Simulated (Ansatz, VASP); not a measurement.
# One calculation of CaBr, two programs

```
CELL_PARAMETERS angstrom
4.06782 0.00000 0.00000
-2.03391 3.52284 0.00000
0.00000 0.00000 4.50816
ATOMIC_POSITIONS crystal
Ca 0.00000 0.00000 0.00000
Br 0.33333 0.66667 0.50000
```

Alike in both runs: task single point; functional PBE; k mesh 9 × 9 × 7; occupations fermi-dirac, width 0.05 eV; no spin polarisation.

```csv
,VASP,Ansatz
version,VASP 6.6.1,Ansatz 0.2.0
potentials or method,"VASP PAW PBE potentials, release 64 (Ca_sv, Br), cutoff 520 eV","plane waves, PAW"
valence electrons in the cell,17,17
```

|  | VASP | Ansatz | Ansatz less VASP |
| --- | --- | --- | --- |
| pressure (GPa) | -1.6 | -1.7 | -0.03 |
| traceless stress, the component that is largest in VASP (GPa) | 0.47 | 0.46 | -0.011 |
